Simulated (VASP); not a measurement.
# Cr2O3 (R-3c) in VASP: notebook

The runs below take Cr2O3 through single point, with PBE+U.

Everything below comes from runs of VASP 6.6.1. Logs are shortened: lines on timing, memory, paths and dates and some standing lists are left out, and cuts for length are marked.

## 1. The cell of the first run

Symmetry: R-3c, No. 167, trigonal system. The conventional cell has a = 4.975 Å, b = 4.975 Å, c = 13.562 Å, α = 90.00°, β = 90.00°, γ = 120.00°. Within 2.7 Å of Cr (site symmetry 3) lie 6 O at 1.97 to 2.02 Å and 1 Cr at 2.67 Å. O (site symmetry 2) has 4 Cr at 1.97 to 2.02 Å and 12 O at 2.62 to 3.00 Å within 3.1 Å.

## 2. Single point, PBE+U, collinear spin, antiferromagnetic start (9.69 Å³/atom)

Contents of INCAR:

```
SYSTEM = Cr2O3
PREC = Accurate
ENCUT = 520
EDIFF = 1E-6
ISMEAR = 0
SIGMA = 0.05
LREAL = .False.
LASPH = .True.
NELM = 150
ALGO = Normal
ISIF = 2
LWAVE = .False.
LCHARG = .True.
ISPIN = 2
MAGMOM = 2.66 -2.66 -2.66 2.66 0 0 0 0 0 0
LORBIT = 11
LMAXMIX = 4
LDAU = .True.
LDAUTYPE = 2
LDAUL = 2 -1
LDAUU = 3.7 0
LDAUJ = 0 0
LDAUPRINT = 1
GGA = PE
LELF = .True.
LVHAR = .True.
NBANDS = 57
```

Contents of KPOINTS:

```
regular mesh
0
Gamma
  4 4 4
  0 0 0
```

Contents of POSCAR:

```
Cr2O3
1.0
    2.4873841621      1.4360919156      4.5208195309
   -2.4873841621      1.4360919156      4.5208195309
    0.0000000000     -2.8721838311      4.5208195309
Cr O
4 6
Direct
    0.3483211637      0.3483211637      0.3483211637
    0.1516788361      0.1516788361      0.1516788361
    0.6516788361      0.6516788361      0.6516788361
    0.8483211637      0.8483211637      0.8483211637
    0.5546412589      0.9453587389      0.2500000023
    0.2500000023      0.5546412589      0.9453587389
    0.9453587389      0.2500000023      0.5546412589
    0.4453587389      0.0546412589      0.7500000023
    0.7500000023      0.4453587389      0.0546412589
    0.0546412589      0.7500000023      0.4453587389
```

Potentials or basis: VASP PAW PBE potentials, release 64 (Cr_pv, O).

The run is started by

```sh
cat potpaw_PBE.64/Cr_pv/POTCAR potpaw_PBE.64/O/POTCAR > POTCAR
mpirun -np 1 vasp_std > vasp.out
```

OUTCAR:

```text
SYSTEM = Cr2O3
   PREC = Accurate
   ENCUT = 520
   EDIFF = 1E-6
   ISMEAR = 0
   LREAL = .False.
   LASPH = .True.
   NELM = 150
   ISIF = 2
   ISPIN = 2
   LORBIT = 11
   GGA = PE

 ion  position               nearest neighbor table
   1  0.348  0.348  0.348-   8 1.97  10 1.97   9 1.97   6 2.02   5 2.02   7 2.02   2 2.67   3 2.90
                             3 2.90   3 2.90
   2  0.152  0.152  0.152-   8 1.97   9 1.97  10 1.97   7 2.02   5 2.02   6 2.02   1 2.67   4 2.90
                             4 2.90   4 2.90
   3  0.652  0.652  0.652-   5 1.97   7 1.97   6 1.97   9 2.02   8 2.02  10 2.02   4 2.67   1 2.90
                             1 2.90   1 2.90
   4  0.848  0.848  0.848-   5 1.97   6 1.97   7 1.97  10 2.02   8 2.02   9 2.02   3 2.67   2 2.90
                             2 2.90   2 2.90
   5  0.555  0.945  0.250-   3 1.97   4 1.97   1 2.02   2 2.02
   6  0.250  0.555  0.945-   3 1.97   4 1.97   1 2.02   2 2.02
   7  0.945  0.250  0.555-   3 1.97   4 1.97   1 2.02   2 2.02
   8  0.445  0.055  0.750-   2 1.97   1 1.97   4 2.02   3 2.02
   9  0.750  0.445  0.055-   2 1.97   1 1.97   4 2.02   3 2.02
  10  0.055  0.750  0.445-   2 1.97   1 1.97   4 2.02   3 2.02

  LATTYP: Found a trigonal (rhomboedric) cell.
 ALAT       =     5.3560479078
 COS(alpha) =     0.5686529629

  Lattice vectors:

 A1 = (   2.4873841621,   1.4360919156,   4.5208195309)
 A2 = (  -2.4873841621,   1.4360919156,   4.5208195309)
 A3 = (   0.0000000000,  -2.8721838311,   4.5208195309)

Analysis of symmetry for initial positions (statically):
=====================================================================
 Subroutine PRICEL returns:
 Original cell was already a primitive cell.

 Routine SETGRP: Setting up the symmetry group for a
 trigonal (rhombohedral) supercell.

 Subroutine GETGRP returns: Found 12 space group operations
 (whereof  6 operations were pure point group operations)
 out of a pool of 12 trial point group operations.

The static configuration has the point symmetry S_6 .
 The point group associated with its full space group is D_3d.

Analysis of symmetry for dynamics (positions and initial velocities):
=====================================================================
 Subroutine PRICEL returns:
 Original cell was already a primitive cell.

 Routine SETGRP: Setting up the symmetry group for a
 trigonal (rhombohedral) supercell.

 Subroutine GETGRP returns: Found 12 space group operations
 (whereof  6 operations were pure point group operations)
 out of a pool of 12 trial point group operations.

The dynamic configuration has the point symmetry S_6 .
 The point group associated with its full space group is D_3d.

[... 307 lines left out ...]
 fundamental gap:      3.2589257102
 Fermi energy:         5.8873365191

 spin component 1

 k-point     1 :       0.0000    0.0000    0.0000
  band No.  band energies     occupation
      1     -37.7408      1.00000
      2     -37.7408      1.00000
      3     -37.7277      1.00000
      4     -37.7258      1.00000
      5     -37.7258      1.00000
      6     -37.7077      1.00000
[... 730 lines left out ...]
     53      11.5514      0.00000
     54      11.5514      0.00000
 Fermi energy:         5.8873365191

 spin component 2

 k-point     1 :       0.0000    0.0000    0.0000
  band No.  band energies     occupation
      1     -37.7408      1.00000
      2     -37.7408      1.00000
      3     -37.7277      1.00000
      4     -37.7258      1.00000
      5     -37.7258      1.00000
      6     -37.7077      1.00000
[... 730 lines left out ...]
     53      11.5514      0.00000
     54      11.5514      0.00000
 [bands above 54 left out]

------------------------ aborting loop because EDIFF is reached ----------------------------------------

  FORCE on cell =-STRESS in cart. coord.  units (eV):
  Direction    XX          YY          ZZ          XY          YZ          ZX
  --------------------------------------------------------------------------------------
  -------------------------------------------------------------------------------------
  Total        7.8038007      7.8038007      7.8392851      0.0000000      0.0000000      0.0000000
  in kB      129.0396654    129.0396654    129.6264177      0.0000000      0.0000000      0.0000000
  external PRESSURE =     129.2352495 kB  Pullay stress =       0.0000000 kB

 VOLUME and BASIS-vectors are now :
 -----------------------------------------------------------------------------
  energy-cutoff  :      520.00
  volume of cell :       96.89
      direct lattice vectors                 reciprocal lattice vectors
     2.487384162  1.436091916  4.520819531     0.201014386  0.116055710  0.073732944
    -2.487384162  1.436091916  4.520819531    -0.201014386  0.116055710  0.073732944
     0.000000000 -2.872183831  4.520819531     0.000000000 -0.232111420  0.073732944

 POSITION                                       TOTAL-FORCE (eV/Angst)
 -----------------------------------------------------------------------------------
      0.00000      0.00000      4.72409         0.000000      0.000000      0.022114
      0.00000      0.00000      2.05714         0.000000     -0.000000     -0.022114
      0.00000      0.00000      8.83837         0.000000     -0.000000     -0.022114
      0.00000      0.00000     11.50532         0.000000      0.000000      0.022114
     -0.97186      1.43609      7.91143         0.078812     -0.000000     -0.000000
     -0.75776     -1.55971      7.91143        -0.039406      0.068253     -0.000000
      1.72962      0.12361      7.91143        -0.039406     -0.068253     -0.000000
      0.97186     -1.43609      5.65102        -0.078812     -0.000000     -0.000000
      0.75776      1.55971      5.65102         0.039406     -0.068253     -0.000000
     -1.72962     -0.12361      5.65102         0.039406      0.068253     -0.000000
 -----------------------------------------------------------------------------------
    total drift:                                0.000001      0.000000      0.000006

  FREE ENERGIE OF THE ION-ELECTRON SYSTEM (eV)
  ---------------------------------------------------
  free  energy   TOTEN  =       -79.0240800054 eV

  energy  without entropy=      -79.0240800054  energy(sigma->0) =      -79.02408001

 total charge

# of ion       s       p       d       tot
------------------------------------------
    1        0.305   6.360   4.016  10.681
    2        0.305   6.360   4.016  10.681
    3        0.305   6.360   4.016  10.681
    4        0.305   6.360   4.016  10.681
    5        1.556   3.532   0.000   5.088
    6        1.556   3.532   0.000   5.088
    7        1.556   3.532   0.000   5.088
    8        1.556   3.532   0.000   5.088
    9        1.556   3.532   0.000   5.088
   10        1.556   3.532   0.000   5.088
--------------------------------------------------
tot         10.554  46.635  16.063  73.252

 magnetization (x)

# of ion       s       p       d       tot
------------------------------------------
    1        0.019   0.030   2.839   2.888
    2       -0.019  -0.030  -2.839  -2.888
    3       -0.019  -0.030  -2.839  -2.888
    4        0.019   0.030   2.839   2.888
    5        0.000   0.000   0.000   0.000
    6        0.000   0.000   0.000   0.000
    7        0.000   0.000   0.000   0.000
    8        0.000   0.000   0.000   0.000
    9        0.000   0.000   0.000   0.000
   10        0.000   0.000   0.000   0.000
--------------------------------------------------
tot          0.000   0.000   0.000   0.000
```

stdout:

```text
POSCAR found type information on POSCAR CrO
 POSCAR found :  2 types and      10 ions
 scaLAPACK will be used
 LDA part: xc-table for (Slater+PW92), standard interpolation
 POSCAR, INCAR and KPOINTS ok, starting setup
 FFT: planning ... GRIDC
 FFT: planning ... GRID_SOFT
 FFT: planning ... GRID
 WAVECAR not read
 entering main loop
```

Run time: 92 s. Hardware: 1 thread of AMD EPYC 9R45 (Zen 5), shared host; peak memory 0.3 GiB.

Results:

- Free energy: -79.0241 eV
- Pressure: 12.9 GPa
- Largest force: 0.079 eV/Å
- Band gap on the k mesh: 3.26 eV (least direct gap 3.27 eV)
- Net moment: 0.00 μB per cell
- Site moments: Cr +2.89, -2.89 (each value once); O +0.00 μB
- Valence electrons inside the program's atomic spheres: Cr 10.68; O 5.09

Forces on the atoms (eV/Å):
```
Cr   0.000  0.000  0.022
Cr   0.000  0.000 -0.022
Cr   0.000  0.000 -0.022
Cr   0.000  0.000  0.022
O    0.079  0.000  0.000
O   -0.039  0.068  0.000
O   -0.039 -0.068  0.000
O   -0.079  0.000  0.000
O    0.039 -0.068  0.000
O    0.039  0.068  0.000
```

Levels at points of the mesh, in eV from the valence-band top:
Spin up:
| k point | band 38 | band 39 | band 40 | band 41 | band 42 | band 43 | band 44 | band 45 | band 46 | band 47 |
| --- | --- | --- | --- | --- | --- | --- | --- | --- | --- | --- |
| (0.00, 0.00, 0.00) | -0.73 | -0.37 | -0.36 | -0.28 | -0.28 | 3.41 | 3.41 | 4.60 | 4.60 | 4.72 |
| (0.50, 0.00, 0.00) | -1.03 | -0.41 | -0.41 | -0.11 | -0.11 | 3.83 | 3.83 | 4.20 | 4.20 | 4.84 |
| (0.50, 0.50, 0.00) | -0.83 | -0.66 | -0.46 | -0.15 | -0.01 | 3.26 | 3.68 | 3.78 | 4.52 | 4.67 |
| (0.50, 0.50, 0.50) | -0.53 | -0.48 | -0.48 | -0.48 | -0.48 | 3.77 | 3.77 | 3.77 | 3.77 | 5.12 |
Spin down:
```csv
k point,band 38,band 39,band 40,band 41,band 42,band 43,band 44,band 45,band 46,band 47
"(0.00, 0.00, 0.00)",-0.73,-0.37,-0.36,-0.28,-0.28,3.41,3.41,4.60,4.60,4.72
"(0.50, 0.00, 0.00)",-1.03,-0.41,-0.41,-0.11,-0.11,3.83,3.83,4.20,4.20,4.84
"(0.50, 0.50, 0.00)",-0.83,-0.66,-0.46,-0.15,-0.01,3.26,3.68,3.78,4.52,4.67
"(0.50, 0.50, 0.50)",-0.53,-0.48,-0.48,-0.48,-0.48,3.77,3.77,3.77,3.77,5.12
```

Eigenvalues of the final occupation matrices:
```
    site  spin  trace               eigenvalues
site 1 d     1   3.45  0.30 0.30 0.95 0.95 0.95
site 1 d     2   0.60  0.05 0.05 0.06 0.22 0.22
site 2 d     1   0.60  0.05 0.05 0.06 0.22 0.22
site 2 d     2   3.45  0.30 0.30 0.95 0.95 0.95
site 3 d     1   0.60  0.05 0.05 0.06 0.22 0.22
site 3 d     2   3.45  0.30 0.30 0.95 0.95 0.95
site 4 d     1   3.45  0.30 0.30 0.95 0.95 0.95
site 4 d     2   0.60  0.05 0.05 0.06 0.22 0.22
```

Caveat: the cell stands under pressure. A k mesh can miss the band edges.

(Continued in part 2 of 2.)
